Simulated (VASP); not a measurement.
# Ge (Fd-3m) in VASP: notebook

Ge is run at these levels: LDA; tasks: single point.

Program: VASP 6.6.1. These are calculated values, not measurements. Logs are shortened: lines on timing, memory, paths and dates and some standing lists are left out, and cuts for length are marked.

### Step 1. The cell of the first run

It takes space group Fd-3m (No. 227, cubic). Conventional cell: a = 5.675 Å, b = 5.675 Å, c = 5.675 Å, α = 90.00°, β = 90.00°, γ = 90.00°. Ge (site symmetry -43m) has 4 Ge at 2.46 Å within 3.2 Å.

### Step 2. Single point, LDA

INCAR reads:

```
SYSTEM = Ge
ALGO = Normal
EDIFF = 1E-6
ENCUT = 520
ISIF = 2
ISMEAR = 0
LASPH = .True.
LCHARG = .False.
LREAL = .False.
LWAVE = .False.
NBANDS = 21
NELM = 60
PREC = Accurate
SIGMA = 0.1
```

KPOINTS reads:

```
k-points
0
Gamma
  6 6 6
  0 0 0
```

POSCAR reads:

```
Ge
1.0
    0.0000000000      2.8374271100      2.8374271100
    2.8374271100      0.0000000000      2.8374271100
    2.8374271100      2.8374271100      0.0000000000
Ge
2
Direct
    0.0000000000      0.0000000000      0.0000000000
    0.2500000000      0.2500000000      0.2500000000
```

Potentials or basis: VASP PAW LDA potentials, release 64 (Ge_d).

On the command line:

```bash
$ cat potpaw_LDA.64/Ge_d/POTCAR > POTCAR
$ mpirun -np 1 vasp_std > vasp.out
```

OUTCAR:

```text
SYSTEM = Ge
   EDIFF = 1E-6
   ENCUT = 520
   ISIF = 2
   ISMEAR = 0
   LASPH = .True.
   LREAL = .False.
   NELM = 60
   PREC = Accurate

 ion  position               nearest neighbor table
   1  0.000  0.000  0.000-   2 2.46   2 2.46   2 2.46   2 2.46
   2  0.250  0.250  0.250-   1 2.46   1 2.46   1 2.46   1 2.46

  LATTYP: Found a face centered cubic cell.
 ALAT       =     5.6748542200

  Lattice vectors:

 A1 = (   0.0000000000,   2.8374271100,   2.8374271100)
 A2 = (   2.8374271100,   0.0000000000,   2.8374271100)
 A3 = (   2.8374271100,   2.8374271100,   0.0000000000)

Analysis of symmetry for initial positions (statically):
=====================================================================
 Subroutine PRICEL returns:
 Original cell was already a primitive cell.

 Routine SETGRP: Setting up the symmetry group for a
 face centered cubic supercell.

 Subroutine GETGRP returns: Found 48 space group operations
 (whereof 24 operations were pure point group operations)
 out of a pool of 48 trial point group operations.

The static configuration has the point symmetry T_d .
 The point group associated with its full space group is O_h .

Analysis of symmetry for dynamics (positions and initial velocities):
=====================================================================
 Subroutine PRICEL returns:
 Original cell was already a primitive cell.

 Routine SETGRP: Setting up the symmetry group for a
 face centered cubic supercell.

 Subroutine GETGRP returns: Found 48 space group operations
 (whereof 24 operations were pure point group operations)
 out of a pool of 48 trial point group operations.

The dynamic configuration has the point symmetry T_d .
 The point group associated with its full space group is O_h .

 Subroutine INISYM returns: Found 48 space group operations
 (whereof 24 operations are pure point group operations),
 and found     1 'primitive' translations

----------------------------------------------------------------------------------------

                                     Primitive cell

  volume of cell :      45.6882

  direct lattice vectors                    reciprocal lattice vectors
     0.000000000  2.837427110  2.837427110    -0.176215980  0.176215980  0.176215980
     2.837427110  0.000000000  2.837427110     0.176215980 -0.176215980  0.176215980
     2.837427110  2.837427110  0.000000000     0.176215980  0.176215980 -0.176215980

  length of vectors
     4.012727901  4.012727901  4.012727901     0.305215031  0.305215031  0.305215031

  position of ions in fractional coordinates (direct lattice)
     0.000000000  0.000000000  0.000000000
     0.250000000  0.250000000  0.250000000

  ion indices of the primitive-cell ions
   primitive index   ion index
                 1           1
                 2           2

----------------------------------------------------------------------------------------

 KPOINTS: k-points

Automatic generation of k-mesh.
 Grid dimensions read from file:
 generate k-points for:    6    6    6

 Generating k-lattice:

  Cartesian coordinates                     Fractional coordinates (reciprocal lattice)
    -0.029369330  0.029369330  0.029369330     0.166666667  0.000000000  0.000000000
     0.029369330 -0.029369330  0.029369330     0.000000000  0.166666667  0.000000000
     0.029369330  0.029369330 -0.029369330     0.000000000  0.000000000  0.166666667

  Length of vectors
     0.050869172  0.050869172  0.050869172

  Shift w.r.t. Gamma in fractional coordinates (k-lattice)
     0.000000000  0.000000000  0.000000000

 Subroutine IBZKPT returns following result:
 ===========================================

 Found     16 irreducible k-points:

 Following reciprocal coordinates:
            Coordinates               Weight
  0.000000  0.000000  0.000000      1.000000
  0.166667  0.000000  0.000000      8.000000
  0.333333  0.000000  0.000000      8.000000
  0.500000  0.000000  0.000000      4.000000
  0.166667  0.166667  0.000000      6.000000
  0.333333  0.166667  0.000000     24.000000
[... 8 lines left out ...]
 -0.333333  0.333333  0.166667     24.000000
 -0.333333  0.500000  0.166667     12.000000
   k-points           NKPTS =     16   k-points in BZ     NKDIM =     16   number of bands    NBANDS=     21
   number of dos      NEDOS =    301   number of ions     NIONS =      2
   total plane-waves  NPLWV =  27000
   dimension x,y,z NGX =    30 NGY =   30 NGZ =   30
   dimension x,y,z NGXF=    60 NGYF=   60 NGZF=   60
   ions per type =               2
   NGX,Y,Z   is equivalent  to a cutoff of  12.43, 12.43, 12.43 a.u.
   NGXF,Y,Z  is equivalent  to a cutoff of  24.86, 24.86, 24.86 a.u.
 SYSTEM =  Ge
   PREC   = accura    normal or accurate (medium, high low for compatibility)
   ISTART =      0    job   : 0-new  1-cont  2-samecut
   ICHARG =      2    charge: 1-file 2-atom 10-const
   ISPIN  =      1    spin polarized calculation?
   LNONCOLLINEAR =      F non collinear calculations
   LSORBIT =      F    spin-orbit coupling
   LASPH  =      T    aspherical Exc in radial PAW
   ENCUT  =  520.0 eV  38.22 Ry    6.18 a.u.   7.46  7.46  7.46*2*pi/ulx,y,z
   NELM   =     60;   NELMIN=  2; NELMDL= -5     # of ELM steps
   EDIFF  = 0.1E-05   stopping-criterion for ELM
   LREAL  =      F    real-space projection
   EDIFFG = 0.1E-04   stopping-criterion for IOM
   NSW    =      0    number of steps for IOM
   IBRION =     -1    ionic relax: 0-MD 1-quasi-New 2-CG
   NFREE  =      0    steps in history (QN), initial steepest desc. (CG)
   ISIF   =      2    stress and relaxation
   ISYM   =      2    0-nonsym 1-usesym 2-fastsym
   POTIM  = 0.5000    time-step for ionic-motion
   TEBEG  =    0.0;   TEEND  =   0.0 temperature during run
   PSTRESS=    0.0 pullay stress
   NELECT =      28.0000    total number of electrons
   NUPDOWN=      -1.0000    fix difference up-down
   EMIN   =  10.00;   EMAX   =-10.00  energy-range for DOS
   EFERMI =   0.00;   METHOD = LEGACY
   ISMEAR =     0;   SIGMA  =   0.10  broadening in eV -4-tet -1-fermi 0-gaus
   EFERMI_NEDOS =   21; number of points for ismear=-14 and -15
   IALGO  =     38    algorithm
   IMIX   =      4    mixing-type and parameters
     AMIX     =   0.40;   BMIX     =  1.00
     AMIX_MAG =   1.60;   BMIX_MAG =  1.00
  volume/ion in A,a.u.               =      22.84       154.16
  Fermi-wavevector in a.u.,A,eV,Ry     =   1.390570  2.627796 26.309373  1.933684
  Thomas-Fermi vector in A             =   2.514492
   LORBIT       =      0    0 simple, 1 ext, 2 COOP (PROOUT), +10 PAW based schemes
   GGA     = CA    functional components
   LHFCALC =     F    Hartree Fock is set to
   AEXX    =    0.0000 exact exchange contribution
   IVDW    =     0    specifies the selected vdW correction
   LEPSILON=     F    determine dielectric tensor
   LRPA    =     F    only Hartree local field effects (RPA)
 non-spin polarized calculation
 Gauss-broadening in eV      SIGMA  =   0.10
  energy-cutoff  :      520.00
  volume of cell :       45.69
 maximum number of plane-waves:      1247
 NGX is ok and might be reduce to    30
   NGX = 15   NGY = 15   NGZ = 15

 number of electron      28.0000014 magnetization

 Free energy of the ion-electron system (eV)
  ---------------------------------------------------
  ext. energy  EPLUGINS =         0.00000000
  ---------------------------------------------------
  free energy    TOTEN  =       -10.33917754 eV

  energy without entropy =      -10.33766238  energy(sigma->0) =      -10.33841996

 E-fermi :   4.6242     XC(G=0): -10.2421

 val. band max:        4.4206911289   @ k =   0.0000   0.0000   0.0000
 cond. band min:       4.6451017647   @ k =   0.0000   0.0000   0.0000
 fundamental gap:      0.2244106358
 Fermi energy:         4.6241995682

 k-point     1 :       0.0000    0.0000    0.0000
  band No.  band energies     occupation
      1     -20.2782      2.00000
      2     -20.2782      2.00000
      3     -20.2782      2.00000
      4     -20.2423      2.00000
      5     -20.2423      2.00000
      6     -20.0365      2.00000
[... 13 lines left out ...]
     20      14.1643      0.00000
     21      14.1643      0.00000

 k-point     2 :       0.1667    0.0000    0.0000
  band No.  band energies     occupation
      1     -20.2897      2.00000
      2     -20.2897      2.00000
      3     -20.2740      2.00000
      4     -20.2254      2.00000
      5     -20.2254      2.00000
      6     -20.0534      2.00000
[... 13 lines left out ...]
     20      12.9862      0.00000
     21      12.9862      0.00000

 k-point     3 :       0.3333    0.0000    0.0000
  band No.  band energies     occupation
      1     -20.2997      2.00000
      2     -20.2997      2.00000
      3     -20.2653      2.00000
      4     -20.2067      2.00000
      5     -20.2067      2.00000
      6     -20.0675      2.00000
[... 13 lines left out ...]
     20      13.5860      0.00000
     21      13.5860      0.00000

 k-point     4 :       0.5000    0.0000    0.0000
  band No.  band energies     occupation
      1     -20.3021      2.00000
      2     -20.3021      2.00000
      3     -20.2608      2.00000
      4     -20.2014      2.00000
      5     -20.2014      2.00000
      6     -20.0707      2.00000
[... 13 lines left out ...]
     20      15.4442      0.00000
     21      15.7651      0.00000

 k-point     5 :       0.1667    0.1667    0.0000
  band No.  band energies     occupation
      1     -20.2875      2.00000
      2     -20.2875      2.00000
      3     -20.2867      2.00000
      4     -20.2270      2.00000
      5     -20.2060      2.00000
      6     -20.0862      2.00000
[... 13 lines left out ...]
     20      12.8241      0.00000
     21      14.6343      0.00000
[... 190 lines left out ...]
     20      15.9878      0.00000
     21      17.4193      0.00000

 k-point    14 :       0.5000    0.3333    0.1667
  band No.  band energies     occupation
      1     -20.3167      2.00000
      2     -20.3136      2.00000
      3     -20.2397      2.00000
      4     -20.1869      2.00000
      5     -20.1536      2.00000
      6     -20.1375      2.00000
[... 13 lines left out ...]
     20      14.4255      0.00000
     21      16.8574      0.00000

 k-point    15 :      -0.3333    0.3333    0.1667
  band No.  band energies     occupation
      1     -20.3265      2.00000
      2     -20.3164      2.00000
      3     -20.2181      2.00000
      4     -20.1692      2.00000
      5     -20.1474      2.00000
      6     -20.1394      2.00000
[... 13 lines left out ...]
     20      16.3090      0.00000
     21      16.4293      0.00000

 k-point    16 :      -0.3333    0.5000    0.1667
  band No.  band energies     occupation
      1     -20.3220      2.00000
      2     -20.3220      2.00000
      3     -20.1982      2.00000
      4     -20.1982      2.00000
      5     -20.1341      2.00000
      6     -20.1341      2.00000
[... 13 lines left out ...]
     20      15.5185      0.00000
     21      17.4736      0.00000

------------------------ aborting loop because EDIFF is reached ----------------------------------------

  FORCE on cell =-STRESS in cart. coord.  units (eV):
  Direction    XX          YY          ZZ          XY          YZ          ZX
  --------------------------------------------------------------------------------------
  -------------------------------------------------------------------------------------
  Total       -0.4414467     -0.4414467     -0.4414467      0.0000000      0.0000000      0.0000000
  in kB      -15.4804893    -15.4804893    -15.4804893      0.0000000      0.0000000      0.0000000
  external PRESSURE =     -15.4804893 kB  Pullay stress =       0.0000000 kB

 VOLUME and BASIS-vectors are now :
 -----------------------------------------------------------------------------
  energy-cutoff  :      520.00
  volume of cell :       45.69
      direct lattice vectors                 reciprocal lattice vectors
     0.000000000  2.837427110  2.837427110    -0.176215980  0.176215980  0.176215980
     2.837427110  0.000000000  2.837427110     0.176215980 -0.176215980  0.176215980
     2.837427110  2.837427110  0.000000000     0.176215980  0.176215980 -0.176215980

 POSITION                                       TOTAL-FORCE (eV/Angst)
 -----------------------------------------------------------------------------------
      0.00000      0.00000      0.00000        -0.000000     -0.000000     -0.000000
      1.41871      1.41871      1.41871         0.000000      0.000000      0.000000
 -----------------------------------------------------------------------------------
    total drift:                                0.000000     -0.000000      0.000000

  FREE ENERGIE OF THE ION-ELECTRON SYSTEM (eV)
  ---------------------------------------------------
  free  energy   TOTEN  =       -10.3391775382 eV

  energy  without entropy=      -10.3376623823  energy(sigma->0) =      -10.33841996
```

Run time: 11 s. Hardware: 1 thread of Intel Xeon Platinum 8375C at 2.90GHz (Ice Lake), shared host; peak memory 0.14 GiB.

Results:

| Property | Result |
| --- | --- |
| Free energy | -10.3392 eV |
| Pressure | -1.5 GPa |
| Band gap on the k mesh | zero (filled and empty bands touch) |

### Step 3. Single point, LDA

This run uses another cell than the first one, of 22.21 Å³/atom, 0.972 times its volume.

INCAR reads:

```
PREC = Accurate ; ENCUT = 520
EDIFF = 1E-7 ; ISMEAR = 0
SIGMA = 0.1 ; LREAL = False
LASPH = True ; NELM = 80
ALGO = Normal ; ISIF = 2
LWAVE = False ; LCHARG = True
GGA = CA ; LELF = True
LVHAR = True ; NBANDS = 21
ISYM = 0
```

KPOINTS reads:

```
regular mesh
0
Gamma
  9 9 11
```

POSCAR reads:

```
Ge
1.0
    3.9749643228      0.0000000000      0.0000000000
   -1.9874821614      3.4424200827      0.0000000000
   -1.9874821614      1.1474733609      3.2455447789
Ge
2
Direct
    0.0000000000      0.0000000000      0.0000000000
    0.2500000000      0.7500000000      0.7500000000
```

Potentials or basis: VASP PAW LDA potentials, release 64 (Ge_d).

On the command line:

```bash
$ cat potpaw_LDA.64/Ge_d/POTCAR > POTCAR
$ mpirun -np 1 vasp_std > vasp.out
```

Run time: 3.9 min. Hardware: 1 thread of Intel Xeon Platinum 8488C (Sapphire Rapids), shared host; peak memory 0.4 GiB.

The run converged. Its results:

| Property | Result |
| --- | --- |
| Free energy | -10.3883 eV |
| Pressure | 0.1 GPa |

Levels at points of the mesh, in eV from the Fermi level:
```csv
k point,band 11,band 12,band 13,band 14,band 15,band 16,band 17,band 18
"(0.00, 0.00, 0.00)",-12.99,-0.04,-0.04,-0.04,0.00,2.50,2.50,2.50
```
